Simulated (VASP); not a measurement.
# CdTe2Pb3 (P-62m) in VASP: further runs

Runs on CdTe2Pb3. Level: PBE. Tasks: single point, relaxation of cell and atoms.

Everything below comes from runs of VASP 6.6.1. Logs are shortened: lines on timing, memory, paths and dates and some standing lists are left out, and cuts for length are marked.

## Step 1: The cell of the first run

The structure is hexagonal, space group P-62m (No. 189). Conventional cell: a = 7.477 Å, b = 7.477 Å, c = 4.671 Å, α = 90.00°, β = 90.00°, γ = 120.00°. Within 4.1 Å of Cd (site symmetry -62m) lie 3 Pb at 3.08 Å. Within 4.4 Å of Te (site symmetry -6) lie 6 Pb at 3.25 Å and 3 Te at 4.32 Å. Pb (site symmetry m2m) has 1 Cd at 3.08 Å and 4 Te at 3.25 Å and 4 Pb at 3.91 Å within 4.1 Å.

The cell was generated, and may not be a known phase.

## Step 2: Single point, PBE

Input file INCAR:

```
SYSTEM = CdTe2Pb3
ALGO     = Normal         ! electronic algorithm
EDIFF    = 1E-6           ! SCF threshold, eV
ENCUT    = 520            ! plane-wave cutoff, eV
GGA      = PE             ! functional
ISIF     = 2              ! what is computed and relaxed
ISMEAR   = 0              ! smearing method
LASPH    = .True.         ! aspherical terms in the spheres
LCHARG   = .False.        ! write CHGCAR
LREAL    = .False.        ! projectors in reciprocal space
LWAVE    = .False.        ! write WAVECAR
NBANDS   = 42             ! bands
NELM     = 60             ! most SCF steps
PREC     = Accurate       ! precision mode
SIGMA    = 0.2            ! smearing width, eV
```

Input file KPOINTS:

```
k-points
0
Gamma
  3 3 3
  0 0 0
```

Input file POSCAR:

```
CdTe2Pb3
1.0
    7.4769744165      0.0000000000      0.0000000000
   -3.7384872083      6.4752497882      0.0000000000
    0.0000000000      0.0000000000      4.6705462134
Cd Te Pb
1 2 3
Direct
    0.0000000000      0.0000000000      0.5000000000
    0.3333333333      0.6666666667      0.0000000000
    0.6666666667      0.3333333333      0.0000000000
    0.4123228718      0.0000000000      0.5000000000
    0.0000000000      0.4123228718      0.5000000000
    0.5876771282      0.5876771282      0.5000000000
```

Potentials or basis: VASP PAW PBE potentials, release 64 (Cd, Te, Pb_d).

Started as:

```sh
$ cat potpaw_PBE.64/Cd/POTCAR potpaw_PBE.64/Te/POTCAR potpaw_PBE.64/Pb_d/POTCAR > POTCAR
$ mpirun -np 1 vasp_std > vasp.out
```

OUTCAR:

```text
SYSTEM = CdTe2Pb3
   EDIFF = 1E-6
   ENCUT = 520
   GGA = PE
   ISIF = 2
   ISMEAR = 0
   LASPH = .True.
   LREAL = .False.
   NELM = 60
   PREC = Accurate

 ion  position               nearest neighbor table
   1  0.000  0.000  0.500-   4 3.08   6 3.08   5 3.08
   2  0.333  0.667  0.000-   4 3.25   4 3.25   5 3.25   5 3.25   6 3.25   6 3.25
   3  0.667  0.333  0.000-   5 3.25   5 3.25   4 3.25   4 3.25   6 3.25   6 3.25
   4  0.412  0.000  0.500-   1 3.08   2 3.25   2 3.25   3 3.25   3 3.25   5 3.91   5 3.91   6 3.91
                             6 3.91
   5  0.000  0.412  0.500-   1 3.08   3 3.25   3 3.25   2 3.25   2 3.25   6 3.91   4 3.91   6 3.91
                             4 3.91
   6  0.588  0.588  0.500-   1 3.08   2 3.25   2 3.25   3 3.25   3 3.25   5 3.91   5 3.91   4 3.91
                             4 3.91

  LATTYP: Found a hexagonal cell.
 ALAT       =     7.4769744165
 C/A-ratio  =     0.6246572414

  Lattice vectors:

 A1 = (   7.4769744165,   0.0000000000,   0.0000000000)
 A2 = (  -3.7384872083,   6.4752497882,   0.0000000000)
 A3 = (   0.0000000000,   0.0000000000,   4.6705462134)

Analysis of symmetry for initial positions (statically):
=====================================================================
 Subroutine PRICEL returns:
 Original cell was already a primitive cell.

 Routine SETGRP: Setting up the symmetry group for a
 hexagonal supercell.

 Subroutine GETGRP returns: Found 12 space group operations
 (whereof 12 operations were pure point group operations)
 out of a pool of 24 trial point group operations.

The static configuration has the point symmetry D_3h.

Analysis of symmetry for dynamics (positions and initial velocities):
=====================================================================
 Subroutine PRICEL returns:
 Original cell was already a primitive cell.

 Routine SETGRP: Setting up the symmetry group for a
 hexagonal supercell.

 Subroutine GETGRP returns: Found 12 space group operations
 (whereof 12 operations were pure point group operations)
 out of a pool of 24 trial point group operations.

The dynamic configuration has the point symmetry D_3h.

 Subroutine INISYM returns: Found 12 space group operations
 (whereof 12 operations are pure point group operations),
 and found     1 'primitive' translations

----------------------------------------------------------------------------------------

                                     Primitive cell

  volume of cell :     226.1258

  direct lattice vectors                    reciprocal lattice vectors
     7.476974417  0.000000000  0.000000000     0.133743938  0.077217098  0.000000000
    -3.738487208  6.475249788  0.000000000     0.000000000  0.154434197  0.000000000
     0.000000000  0.000000000  4.670546213     0.000000000  0.000000000  0.214107720

  length of vectors
     7.476974417  7.476974417  4.670546213     0.154434197  0.154434197  0.214107720

  position of ions in fractional coordinates (direct lattice)
     0.000000000  0.000000000  0.500000000
     0.333333333  0.666666667  0.000000000
     0.666666667  0.333333333  0.000000000
     0.412322872  0.000000000  0.500000000
     0.000000000  0.412322872  0.500000000
     0.587677128  0.587677128  0.500000000

  ion indices of the primitive-cell ions
   primitive index   ion index
                 1           1
                 2           2
                 3           3
                 4           4
                 5           5
                 6           6

----------------------------------------------------------------------------------------

 KPOINTS: k-points

Automatic generation of k-mesh.
 Grid dimensions read from file:
 generate k-points for:    3    3    3

 Generating k-lattice:

  Cartesian coordinates                     Fractional coordinates (reciprocal lattice)
     0.044581313  0.025739033  0.000000000     0.333333333  0.000000000  0.000000000
     0.000000000  0.051478066  0.000000000     0.000000000  0.333333333  0.000000000
     0.000000000  0.000000000  0.071369240     0.000000000  0.000000000  0.333333333

  Length of vectors
     0.051478066  0.051478066  0.071369240

  Shift w.r.t. Gamma in fractional coordinates (k-lattice)
     0.000000000  0.000000000  0.000000000

 Subroutine IBZKPT returns following result:
 ===========================================

 Found      6 irreducible k-points:

 Following reciprocal coordinates:
            Coordinates               Weight
  0.000000  0.000000  0.000000      1.000000
  0.333333 -0.000000  0.000000      6.000000
  0.333333  0.333333  0.000000      2.000000
  0.000000  0.000000  0.333333      2.000000
  0.333333 -0.000000  0.333333     12.000000
  0.333333  0.333333  0.333333      4.000000
   k-points           NKPTS =      6   k-points in BZ     NKDIM =      6   number of bands    NBANDS=     42
   number of dos      NEDOS =    301   number of ions     NIONS =      6
   total plane-waves  NPLWV = 112896
   dimension x,y,z NGX =    56 NGY =   56 NGZ =   36
   dimension x,y,z NGXF=   112 NGYF=  112 NGZF=   72
   ions per type =               1   2   3
   NGX,Y,Z   is equivalent  to a cutoff of  12.45, 12.45, 12.81 a.u.
   NGXF,Y,Z  is equivalent  to a cutoff of  24.90, 24.90, 25.63 a.u.
 SYSTEM =  CdTe2Pb3
   PREC   = accura    normal or accurate (medium, high low for compatibility)
   ISTART =      0    job   : 0-new  1-cont  2-samecut
   ICHARG =      2    charge: 1-file 2-atom 10-const
   ISPIN  =      1    spin polarized calculation?
   LNONCOLLINEAR =      F non collinear calculations
   LSORBIT =      F    spin-orbit coupling
   LASPH  =      T    aspherical Exc in radial PAW
   ENCUT  =  520.0 eV  38.22 Ry    6.18 a.u.  13.90 13.90  8.68*2*pi/ulx,y,z
   NELM   =     60;   NELMIN=  2; NELMDL= -5     # of ELM steps
   EDIFF  = 0.1E-05   stopping-criterion for ELM
   LREAL  =      F    real-space projection
   EDIFFG = 0.1E-04   stopping-criterion for IOM
   NSW    =      0    number of steps for IOM
   IBRION =     -1    ionic relax: 0-MD 1-quasi-New 2-CG
   NFREE  =      0    steps in history (QN), initial steepest desc. (CG)
   ISIF   =      2    stress and relaxation
   ISYM   =      2    0-nonsym 1-usesym 2-fastsym
   POTIM  = 0.5000    time-step for ionic-motion
   TEBEG  =    0.0;   TEEND  =   0.0 temperature during run
   PSTRESS=    0.0 pullay stress
   NELECT =      66.0000    total number of electrons
   NUPDOWN=      -1.0000    fix difference up-down
   EMIN   =  10.00;   EMAX   =-10.00  energy-range for DOS
   EFERMI =   0.00;   METHOD = LEGACY
   ISMEAR =     0;   SIGMA  =   0.20  broadening in eV -4-tet -1-fermi 0-gaus
   EFERMI_NEDOS =   21; number of points for ismear=-14 and -15
   IALGO  =     38    algorithm
   IMIX   =      4    mixing-type and parameters
     AMIX     =   0.40;   BMIX     =  1.00
     AMIX_MAG =   1.60;   BMIX_MAG =  1.00
  volume/ion in A,a.u.               =      37.69       254.33
  Fermi-wavevector in a.u.,A,eV,Ry     =   1.085941  2.052130 16.044904  1.179267
  Thomas-Fermi vector in A             =   2.222066
   LORBIT       =      0    0 simple, 1 ext, 2 COOP (PROOUT), +10 PAW based schemes
   GGA     = PE    functional components
   LHFCALC =     F    Hartree Fock is set to
   AEXX    =    0.0000 exact exchange contribution
   IVDW    =     0    specifies the selected vdW correction
   LEPSILON=     F    determine dielectric tensor
   LRPA    =     F    only Hartree local field effects (RPA)
 non-spin polarized calculation
 Gauss-broadening in eV      SIGMA  =   0.20
  energy-cutoff  :      520.00
  volume of cell :      226.13
 maximum number of plane-waves:      6104
 NGX is ok and might be reduce to    56
   NGX = 27   NGY = 27   NGZ = 17

 number of electron      65.9999984 magnetization

 Free energy of the ion-electron system (eV)
  ---------------------------------------------------
  ext. energy  EPLUGINS =         0.00000000
  ---------------------------------------------------
  free energy    TOTEN  =       -18.07284533 eV

  energy without entropy =      -18.02791284  energy(sigma->0) =      -18.05037908

 E-fermi :   4.2061     XC(G=0):  -8.6443

 val. band max:        4.1367433497   @ k =   0.3333   0.3333   0.0000
 cond. band min:       4.3742425187   @ k =   0.3333  -0.0000   0.3333
 fundamental gap:      0.2374991690
 Fermi energy:         4.2061216344

 k-point     1 :       0.0000    0.0000    0.0000
  band No.  band energies     occupation
      1     -12.9425      2.00000
      2     -12.9379      2.00000
      3     -12.9071      2.00000
      4     -12.9071      2.00000
      5     -12.8990      2.00000
      6     -12.8990      2.00000
[... 34 lines left out ...]
     41       7.8174      0.00000
     42       8.4323      0.00000

 k-point     2 :       0.3333   -0.0000    0.0000
  band No.  band energies     occupation
      1     -12.9338      2.00000
      2     -12.9330      2.00000
      3     -12.9141      2.00000
      4     -12.9091      2.00000
      5     -12.9077      2.00000
      6     -12.8970      2.00000
[... 34 lines left out ...]
     41       7.9108      0.00000
     42       8.4037      0.00000

 k-point     3 :       0.3333    0.3333    0.0000
  band No.  band energies     occupation
      1     -12.9255      2.00000
      2     -12.9255      2.00000
      3     -12.9211      2.00000
      4     -12.9211      2.00000
      5     -12.9006      2.00000
      6     -12.8959      2.00000
[... 34 lines left out ...]
     41       7.8889      0.00000
     42       7.8889      0.00000

 k-point     4 :       0.0000    0.0000    0.3333
  band No.  band energies     occupation
      1     -12.9718      2.00000
      2     -12.9281      2.00000
      3     -12.9075      2.00000
      4     -12.9075      2.00000
      5     -12.9002      2.00000
      6     -12.9002      2.00000
[... 34 lines left out ...]
     41       8.0891      0.00000
     42       8.4115      0.00000

 k-point     5 :       0.3333   -0.0000    0.3333
  band No.  band energies     occupation
      1     -12.9594      2.00000
      2     -12.9268      2.00000
      3     -12.9217      2.00000
      4     -12.9061      2.00000
      5     -12.9046      2.00000
      6     -12.8977      2.00000
[... 34 lines left out ...]
     41       8.0637      0.00000
     42       8.5869      0.00000

 k-point     6 :       0.3333    0.3333    0.3333
  band No.  band energies     occupation
      1     -12.9413      2.00000
      2     -12.9413      2.00000
      3     -12.9192      2.00000
      4     -12.9192      2.00000
      5     -12.9023      2.00000
      6     -12.8905      2.00000
[... 34 lines left out ...]
     41       7.8321      0.00000
     42       8.4414      0.00000

------------------------ aborting loop because EDIFF is reached ----------------------------------------

  FORCE on cell =-STRESS in cart. coord.  units (eV):
  Direction    XX          YY          ZZ          XY          YZ          ZX
  --------------------------------------------------------------------------------------
  -------------------------------------------------------------------------------------
  Total        0.7060528      0.7060528      0.0386779     -0.0000000     -0.0000000      0.0000000
  in kB        5.0026220      5.0026220      0.2740459     -0.0000000     -0.0000000      0.0000000
  external PRESSURE =       3.4264300 kB  Pullay stress =       0.0000000 kB

 VOLUME and BASIS-vectors are now :
 -----------------------------------------------------------------------------
  energy-cutoff  :      520.00
  volume of cell :      226.13
      direct lattice vectors                 reciprocal lattice vectors
     7.476974417  0.000000000  0.000000000     0.133743938  0.077217098  0.000000000
    -3.738487208  6.475249788  0.000000000     0.000000000  0.154434197  0.000000000
     0.000000000  0.000000000  4.670546213     0.000000000  0.000000000  0.214107720

 POSITION                                       TOTAL-FORCE (eV/Angst)
 -----------------------------------------------------------------------------------
      0.00000      0.00000      2.33527         0.000000      0.000000      0.000000
     -0.00000      4.31683      0.00000         0.000000      0.000000      0.000000
      3.73849      2.15842      0.00000         0.000000      0.000000      0.000000
      3.08293      0.00000      2.33527         0.025037      0.000000      0.000000
     -1.54146      2.66989      2.33527        -0.012518      0.021683      0.000000
      2.19702      3.80536      2.33527        -0.012518     -0.021683      0.000000
 -----------------------------------------------------------------------------------
    total drift:                                0.000001      0.000002      0.000000

  FREE ENERGIE OF THE ION-ELECTRON SYSTEM (eV)
  ---------------------------------------------------
  free  energy   TOTEN  =       -18.0728453318 eV

  energy  without entropy=      -18.0279128356  energy(sigma->0) =      -18.05037908
```

Run time: 62 s. Hardware: 1 thread of Intel Xeon Platinum 8488C (Sapphire Rapids), shared host; peak memory 0.34 GiB.

What came out:

```
Free energy            : -18.0728 eV
Pressure               : 0.3 GPa
Largest force          : 0.025 eV/Å
Band gap on the k mesh : zero (bands 33 and 34 overlap by 1.18 eV)
```

Forces in eV/Å, atoms in the order of the input:
```
Cd   0.000  0.000  0.000
Te   0.000  0.000  0.000
Te   0.000  0.000  0.000
Pb   0.025  0.000  0.000
Pb  -0.013  0.022  0.000
Pb  -0.013 -0.022  0.000
```

Stress tensor (GPa, compression positive):
```
0.50 0.00 0.00
0.00 0.50 0.00
0.00 0.00 0.03
```

Caveat: the k points lie up to 0.45 Å⁻¹ apart, too coarse for converged energies and pressures of a metal; spin-orbit coupling is left out, which moves the levels of the heavy elements.

## Step 3: Relaxation of cell and atoms, PBE

This run uses another cell than the first one, of 29.75 Å³/atom.

Input file INCAR:

```
  ALGO = Normal
  EDIFF = 1E-6
  EDIFFG = -0.08
  ENCUT = 600
  GGA = PE
  IBRION = 2
  ISIF = 3
  ISMEAR = 0
  LASPH = T
  LCHARG = F
  LREAL = F
  LWAVE = F
  NELM = 100
  NSW = 36
  PREC = Accurate
  SIGMA = 0.2
```

Input file KPOINTS:

```
k-points
0
Gamma
  3 3 3
```

Input file POSCAR:

```
CdTe2Pb3
1.0
    6.1925786600      0.0000000000      0.0000000000
   -3.0962893300      5.3629304300      0.0000000000
    0.0000000000      0.0000000000      5.3751781100
Cd Te Pb
1 2 3
Direct
    0.0000000000      0.0000000000      0.5000000000
    0.3333333300      0.6666666700      0.0000000000
    0.6666666700      0.3333333300      0.0000000000
    0.4028112700      0.0000000000      0.5000000000
    0.0000000000      0.4028112700      0.5000000000
    0.5971887300      0.5971887300      0.5000000000
```

Potentials or basis: VASP PAW PBE potentials, release 64 (Cd, Te, Pb_d).

Started as:

```sh
$ cat potpaw_PBE.64/Cd/POTCAR potpaw_PBE.64/Te/POTCAR potpaw_PBE.64/Pb_d/POTCAR > POTCAR
$ mpirun -np 1 vasp_std > vasp.out
```

Run time: 13 min. Hardware: 1 thread of Intel Xeon Platinum 8488C (Sapphire Rapids), shared host; peak memory 0.38 GiB.

The run converged. Its results:

```
Free energy                           : -18.0645 eV
Relaxed volume                        : 38.49 Å³/atom
Relaxed cell                          : a = 7.591 Å, b = 7.591 Å, c = 4.627 Å, α = 90.00°, β = 90.00°, γ = 120.00°
Space group after relaxing (to 0.1 Å) : P-62m (No. 189)
Energy gained by relaxing             : 615.3 meV/atom
Ionic steps                           : 18
Pressure after relaxing               : -0.1 GPa
Band gap on the k mesh                : zero (bands 33 and 34 overlap by 1.12 eV)
```

Stress tensor (GPa, compression positive):
```
-0.18  0.00  0.00
 0.00 -0.18  0.00
 0.00  0.00 -0.09
```

The path:
```tsv
step	energy change (eV)	largest force (eV/Å)	pressure (GPa)	volume (Å³)
1	0.0000	3.0640	13.74	178.51
2	-2.6923	0.3241	-2.81	251.84
3	-2.7424	0.4986	-1.52	236.60
4	-2.7455	0.4532	-1.84	239.85
5	-3.3534	0.1097	-0.94	231.61
6	-3.5662	0.0725	0.11	225.78
7	-3.3456	0.4591	3.60	212.75
8	-3.6014	0.1748	0.89	222.29
9	-3.6379	0.1723	0.09	229.04
10	-3.6414	0.1696	-0.20	231.90
11	-3.6495	0.1763	-0.08	231.24
12	-3.6582	0.1888	0.19	229.84
13	-3.6651	0.1704	0.08	230.47
14	-3.6794	0.1093	-0.22	232.38
15	-3.6753	0.0384	-0.78	236.20
16	-3.6833	0.0549	-0.45	233.89
17	-3.6888	0.0273	-0.31	232.44
18	-3.6916	0.0017	-0.15	230.94
```

Final structure:
```cif
data_structure
_symmetry_space_group_name_H-M 'P 1'
_symmetry_Int_Tables_number 1
_cell_length_a 7.5913
_cell_length_b 7.5913
_cell_length_c 4.6273
_cell_angle_alpha 90.000
_cell_angle_beta 90.000
_cell_angle_gamma 120.000
_cell_volume 230.94
loop_
_atom_site_label
_atom_site_type_symbol
_atom_site_fract_x
_atom_site_fract_y
_atom_site_fract_z
_atom_site_occupancy
Cd1 Cd 0.00000 0.00000 0.50000 1
Te1 Te 0.33333 0.66667 0.00000 1
Te2 Te 0.66667 0.33333 0.00000 1
Pb1 Pb 0.41153 0.00000 0.50000 1
Pb2 Pb 0.00000 0.41153 0.50000 1
Pb3 Pb 0.58847 0.58847 0.50000 1
```

Levels at points of the mesh, in eV from the Fermi level:
```tsv
k point	band 31	band 32	band 33	band 34	band 35	band 36
(0.00, 0.00, 0.00)	-0.79	-0.79	-0.28	0.37	0.37	1.33
```

Caveat: the k points lie up to 0.45 Å⁻¹ apart in the final cell, too coarse for converged energies and pressures of a metal; the volume moved by over 15 % at a fixed basis, so the end points are rough; spin-orbit coupling is left out, which moves the levels of the heavy elements.

The gap in the log of VASP goes by the Fermi energy; the results here count the filled bands.